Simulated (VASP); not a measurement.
# In9Ga7As7P9 (P1) in VASP: single point with PBEsol

Aim: the single point of In9Ga7As7P9 with PBEsol.

All numbers are computed with VASP 6.6.1; they aren't measurements. Logs are shortened: lines on timing, memory, paths and dates and some standing lists are left out, and cuts for length are marked.

## (1) The cell of the first run

The typed cell holds 64 atoms: a = 11.549 Å, b = 11.549 Å, c = 11.549 Å, α = 90.00°, β = 90.00°, γ = 90.00°.

## (2) Single point, PBEsol

Input file INCAR:

```
PREC = Accurate ; ENCUT = 500
EDIFF = 1E-6 ; ISMEAR = -1
SIGMA = 0.05 ; LREAL = Auto
LASPH = T ; NELM = 120
ALGO = Normal ; ISIF = 2
LWAVE = F ; LCHARG = F
GGA = PS ; ISYM = -1
NBANDS = 326 ; GGA_COMPAT = F
```

Input file KPOINTS:

```
explicit points
1
Reciprocal
  0.25000000   0.25000000   0.25000000 1
```

Input file POSCAR:

```
In9Ga7As7P9
1.0
   11.5493970652      0.0000000000      0.0000000000
    0.0000000000     11.5493970652      0.0000000000
    0.0000000000      0.0000000000     11.5493970652
In Ga As P
18 14 14 18
Direct
    0.9938940000      0.0070500000      0.9931400000
    0.9990360000      0.4982240000      0.9939990000
    0.5065620000      0.0056680000      0.9935590000
    0.4982310000      0.0049390000      0.4993610000
    0.2553490000      0.7411130000      0.0035370000
    0.2446720000      0.7440340000      0.4970670000
    0.7532210000      0.2577920000      0.5101550000
    0.7505640000      0.7492220000      0.5089410000
    0.2494860000      0.0035040000      0.2595750000
    0.2484430000      0.0146250000      0.7492160000
    0.2519400000      0.4922030000      0.7465400000
    0.7478160000      0.0002900000      0.2434160000
    0.7431100000      0.5005540000      0.2505120000
    0.0060000000      0.2538930000      0.2518690000
    0.0064590000      0.7476640000      0.2533210000
    0.9917070000      0.7476140000      0.7454430000
    0.4957560000      0.2568290000      0.2464940000
    0.5101930000      0.7417010000      0.7544410000
    0.0012510000      0.0034330000      0.5086640000
    0.0040550000      0.4943520000      0.5106240000
    0.4948910000      0.4954160000      0.9980810000
    0.5009100000      0.4920650000      0.5029310000
    0.2545030000      0.2579940000      0.9919120000
    0.2511770000      0.2520630000      0.5052420000
    0.7464380000      0.2465110000      0.9884300000
    0.7462000000      0.7459350000      0.9880490000
    0.2541220000      0.4958680000      0.2447910000
    0.7559870000      0.0021860000      0.7536200000
    0.7507510000      0.4971010000      0.7487200000
    0.9979170000      0.2513390000      0.7478300000
    0.4958150000      0.2547260000      0.7505140000
    0.5001730000      0.7424170000      0.2468060000
    0.1358080000      0.1327150000      0.1147730000
    0.6247280000      0.1260850000      0.6413150000
    0.6171640000      0.6280390000      0.1124170000
    0.3828730000      0.8736490000      0.1319930000
    0.3742930000      0.8713750000      0.6290680000
    0.8646150000      0.3659630000      0.1165120000
    0.8697750000      0.8626050000      0.1139440000
    0.3815560000      0.6138560000      0.3692060000
    0.8797170000      0.1204290000      0.3819540000
    0.8829960000      0.6146580000      0.3859200000
    0.1356650000      0.3830390000      0.3840640000
    0.1265500000      0.8724270000      0.8733530000
    0.6224680000      0.3757750000      0.8724310000
    0.6178050000      0.8663610000      0.3685790000
    0.1172990000      0.1364280000      0.6195270000
    0.1307990000      0.6137480000      0.1306910000
    0.1187370000      0.6164970000      0.6230970000
    0.6304190000      0.1362910000      0.1173740000
    0.6260440000      0.6065040000      0.6246820000
    0.3677790000      0.3805080000      0.1147700000
    0.3812690000      0.3668890000      0.6192580000
    0.8839750000      0.3829190000      0.6366330000
    0.8743090000      0.8906040000      0.6272480000
    0.3691960000      0.1370540000      0.3826130000
    0.3771380000      0.1421090000      0.8742630000
    0.3808970000      0.6136350000      0.8775790000
    0.8688640000      0.1339350000      0.8640510000
    0.8608600000      0.6218700000      0.8701360000
    0.1236170000      0.3621410000      0.8702180000
    0.1165160000      0.8835430000      0.3861710000
    0.6189590000      0.3778710000      0.3825730000
    0.6404210000      0.8769910000      0.8710920000
```

Potentials or basis: VASP PAW PBE potentials, release 64 (In_d, Ga_d, As, P).

Started as:

```bash
cat potpaw_PBE.64/In_d/POTCAR potpaw_PBE.64/Ga_d/POTCAR potpaw_PBE.64/As/POTCAR potpaw_PBE.64/P/POTCAR > POTCAR
mpirun -np 1 vasp_std > vasp.out
```

OUTCAR:

```text
PREC = Accurate
   ENCUT = 500
   EDIFF = 1E-6
   ISMEAR = -1
   LREAL = Auto
   LASPH = T
   NELM = 120
   ISIF = 2
   GGA = PS
   ISYM = -1

 ion  position               nearest neighbor table
   1  0.994  0.007  0.993-  59 2.54  44 2.58  33 2.60  39 2.60
   2  0.999  0.498  0.994-  61 2.57  48 2.57  60 2.58  38 2.60
   3  0.507  0.006  0.994-  50 2.52  64 2.57  57 2.57  36 2.63  12 4.01
   4  0.498  0.005  0.499-  56 2.52  37 2.58  46 2.60  34 2.60   9 3.99
   5  0.255  0.741  0.004-  58 2.53  48 2.53  36 2.59  44 2.60
   6  0.245  0.744  0.497-  49 2.53  62 2.54  37 2.59  40 2.63  15 3.94
   7  0.753  0.258  0.510-  63 2.55  54 2.55  34 2.61  41 2.62
   8  0.751  0.749  0.509-  51 2.56  55 2.56  42 2.60  46 2.61  16 3.90  18 3.97
   9  0.249  0.004  0.260-  56 2.51  62 2.53  33 2.60  36 2.61   4 3.99
  10  0.248  0.015  0.749-  57 2.54  47 2.55  44 2.60  37 2.60
  11  0.252  0.492  0.747-  49 2.54  58 2.54  53 2.55  61 2.55
  12  0.748  0.000  0.243-  50 2.53  46 2.60  39 2.60  41 2.61   3 4.01
  13  0.743  0.501  0.251-  63 2.53  38 2.60  42 2.61  35 2.61  17 4.01
  14  0.006  0.254  0.252-  33 2.59  41 2.60  38 2.60  43 2.61
  15  0.006  0.748  0.253-  62 2.54  48 2.54  42 2.60  39 2.62   6 3.94
  16  0.992  0.748  0.745-  55 2.54  49 2.54  60 2.54  44 2.59   8 3.90
  17  0.496  0.257  0.246-  63 2.54  56 2.55  52 2.56  50 2.57  13 4.01
  18  0.510  0.742  0.754-  58 2.54  51 2.54  64 2.55  37 2.61   8 3.97
  19  0.001  0.003  0.509-  62 2.39  55 2.39  47 2.41  41 2.44
  20  0.004  0.494  0.511-  49 2.33  54 2.39  42 2.44  43 2.47
  21  0.495  0.495  0.998-  58 2.35  52 2.39  35 2.47  45 2.49
  22  0.501  0.492  0.503-  63 2.35  53 2.41  51 2.41  40 2.50
  23  0.255  0.258  0.992-  57 2.38  61 2.39  52 2.39  33 2.45
  24  0.251  0.252  0.505-  56 2.37  53 2.40  47 2.43  43 2.45
[... 38 lines left out ...]
  63  0.619  0.378  0.383-  22 2.35  13 2.53  17 2.54   7 2.55
  64  0.640  0.877  0.871-  26 2.37  28 2.39  18 2.55   3 2.57

IMPORTANT INFORMATION: All symmetrisations will be switched off!
NOSYMM: (Re-)initialisation of all symmetry stuff for point group C_1.

----------------------------------------------------------------------------------------

                                     Primitive cell

  volume of cell :    1540.5576

  direct lattice vectors                    reciprocal lattice vectors
    11.549397065  0.000000000  0.000000000     0.086584606  0.000000000  0.000000000
     0.000000000 11.549397065  0.000000000     0.000000000  0.086584606  0.000000000
     0.000000000  0.000000000 11.549397065     0.000000000  0.000000000  0.086584606

  length of vectors
[... 171 lines left out ...]
   ISYM   =     -1    0-nonsym 1-usesym 2-fastsym
   POTIM  = 0.5000    time-step for ionic-motion
   TEBEG  =    0.0;   TEEND  =   0.0 temperature during run
   PSTRESS=    0.0 pullay stress
   NELECT =     576.0000    total number of electrons
   NUPDOWN=      -1.0000    fix difference up-down
   EMIN   =  10.00;   EMAX   =-10.00  energy-range for DOS
   EFERMI =   0.00;   METHOD = LEGACY
   ISMEAR =    -1;   SIGMA  =   0.05  broadening in eV -4-tet -1-fermi 0-gaus
   EFERMI_NEDOS =   21; number of points for ismear=-14 and -15
   IALGO  =     38    algorithm
   IMIX   =      4    mixing-type and parameters
     AMIX     =   0.40;   BMIX     =  1.00
     AMIX_MAG =   1.60;   BMIX_MAG =  1.00
  volume/ion in A,a.u.               =      24.07       162.44
  Fermi-wavevector in a.u.,A,eV,Ry     =   1.179387  2.228718 18.925075  1.390954
  Thomas-Fermi vector in A             =   2.315699
   LORBIT       =      0    0 simple, 1 ext, 2 COOP (PROOUT), +10 PAW based schemes
   GGA     = PS    functional components
   LHFCALC =     F    Hartree Fock is set to
   AEXX    =    0.0000 exact exchange contribution
   IVDW    =     0    specifies the selected vdW correction
   LEPSILON=     F    determine dielectric tensor
   LRPA    =     F    only Hartree local field effects (RPA)
 non-spin polarized calculation
  energy-cutoff  :      500.00
  volume of cell :     1540.56
 maximum number of plane-waves:     39171
 NGX is ok and might be reduce to    84
   NGX = 43   NGY = 43   NGZ = 43

 number of electron     575.9999991 magnetization

 Free energy of the ion-electron system (eV)
  ---------------------------------------------------
  ext. energy  EPLUGINS =         0.00000000
  ---------------------------------------------------
  free energy    TOTEN  =      -292.07247442 eV

  energy without entropy =     -292.07246933  energy(sigma->0) =     -292.07247187

 E-fermi :   5.1151     XC(G=0):  -9.6024

 val. band max:        4.4416491029   @ k =   0.2500   0.2500   0.2500
 cond. band min:       5.7781795417   @ k =   0.2500   0.2500   0.2500
 fundamental gap:      1.3365304388
 Fermi energy:         5.1151497754

 k-point     1 :       0.2500    0.2500    0.2500
  band No.  band energies     occupation
      1     -10.1995      2.00000
      2     -10.1941      2.00000
      3     -10.1907      2.00000
      4     -10.1766      2.00000
      5     -10.1744      2.00000
      6     -10.1691      2.00000
[... 292 lines left out ...]
    299       6.7934      0.00000
    300       6.8199      0.00000
 [bands above 300 left out]

------------------------ aborting loop because EDIFF is reached ----------------------------------------

  FORCE on cell =-STRESS in cart. coord.  units (eV):
  Direction    XX          YY          ZZ          XY          YZ          ZX
  --------------------------------------------------------------------------------------
  -------------------------------------------------------------------------------------
  Total        0.3513924      0.7764168      0.1231472     -5.4873069     -5.3665977     -4.1397985
  in kB        0.3654475      0.8074722      0.1280729     -5.7067900     -5.5812527     -4.3053835
  external PRESSURE =       0.4336642 kB  Pullay stress =       0.0000000 kB

 VOLUME and BASIS-vectors are now :
 -----------------------------------------------------------------------------
  energy-cutoff  :      500.00
  volume of cell :     1540.56
      direct lattice vectors                 reciprocal lattice vectors
    11.549397065  0.000000000  0.000000000     0.086584606  0.000000000  0.000000000
     0.000000000 11.549397065  0.000000000     0.000000000  0.086584606  0.000000000
     0.000000000  0.000000000 11.549397065     0.000000000  0.000000000  0.086584606

 POSITION                                       TOTAL-FORCE (eV/Angst)
 -----------------------------------------------------------------------------------
     11.47888      0.08142     11.47017        -0.008799      0.001662      0.000154
     11.53826      5.75419     11.48009         0.007130      0.002011     -0.005672
      5.85049      0.06546     11.47501        -0.006332      0.008866      0.006743
      5.75427      0.05704      5.76732        -0.003420      0.005588     -0.008967
      2.94913      8.55941      0.04085         0.003529     -0.016803     -0.003764
      2.82581      8.59314      5.74082        -0.008813      0.000609     -0.000133
[... 56 lines left out ...]
      7.14860      4.36418      4.41849        -0.004501      0.004013      0.005825
      7.39648     10.12872     10.06059         0.007945     -0.000392     -0.001984
 -----------------------------------------------------------------------------------
    total drift:                               -0.016806     -0.005805     -0.016810

  FREE ENERGIE OF THE ION-ELECTRON SYSTEM (eV)
  ---------------------------------------------------
  free  energy   TOTEN  =      -292.0724744194 eV

  energy  without entropy=     -292.0724693297  energy(sigma->0) =     -292.07247187
```

It took 24 min on 1 thread of AMD EPYC 7R43 (Zen 3), shared host; peak memory 1.3 GiB.

Results:

```
Free energy            : -292.0725 eV
Pressure               : 0.0 GPa
Largest force          : 0.021 eV/Å
Band gap on the k mesh : 1.34 eV
```

Forces on the atoms (eV/Å):
```
In  -0.009  0.002  0.000
In   0.007  0.002 -0.006
In  -0.006  0.009  0.007
In  -0.003  0.006 -0.009
In   0.004 -0.017 -0.004
In  -0.009  0.001  0.000
In   0.002  0.012  0.006
In   0.003 -0.001  0.002
In   0.000  0.008  0.009
In   0.000  0.019  0.001
In  -0.002  0.001  0.001
In  -0.008  0.003 -0.003
In  -0.002 -0.005  0.006
In   0.001 -0.001  0.004
In   0.010  0.001 -0.001
In  -0.008 -0.001 -0.001
In   0.002  0.000  0.005
In   0.009 -0.004  0.000
Ga   0.009 -0.009  0.007
Ga   0.001  0.001  0.021
Ga  -0.013  0.004  0.000
Ga   0.011 -0.010  0.003
Ga   0.008  0.008 -0.010
Ga   0.010 -0.007  0.003
Ga   0.001 -0.014  0.002
Ga   0.001  0.001 -0.015
Ga  -0.001  0.003 -0.016
Ga   0.011 -0.008  0.006
Ga   0.008  0.009 -0.008
Ga  -0.001  0.003  0.000
Ga  -0.015  0.001  0.001
Ga   0.002  0.000  0.004
As   0.002 -0.002 -0.002
As  -0.003  0.001  0.001
As   0.000  0.002 -0.003
As  -0.001  0.003  0.001
As   0.002 -0.003  0.000
As  -0.002  0.002 -0.002
As   0.000 -0.001 -0.001
As  -0.003 -0.001  0.000
As  -0.005  0.001 -0.001
As  -0.002 -0.001  0.002
As   0.002  0.000 -0.001
As   0.000 -0.002 -0.001
As  -0.002 -0.001 -0.002
As  -0.002 -0.003 -0.002
P   -0.003  0.001  0.003
P    0.004 -0.007  0.001
P   -0.007 -0.007 -0.008
P    0.002  0.004 -0.006
P   -0.002 -0.001  0.003
P   -0.005  0.001 -0.002
P    0.001 -0.014  0.000
P    0.002 -0.004  0.003
P   -0.002  0.007  0.005
P   -0.005  0.001  0.004
P    0.000  0.011 -0.003
P    0.005 -0.001  0.004
P   -0.001  0.000  0.000
P   -0.006  0.001 -0.007
P    0.004 -0.005 -0.005
P    0.002 -0.001  0.000
P   -0.005  0.004  0.006
P    0.008  0.000 -0.002
```

Caveat: the PAW data sets were made with another functional, which shifts forces and pressure a little; spin-orbit coupling is left out, which moves the levels of the heavy elements; a shifted mesh leaves out Γ, where band edges can lie.
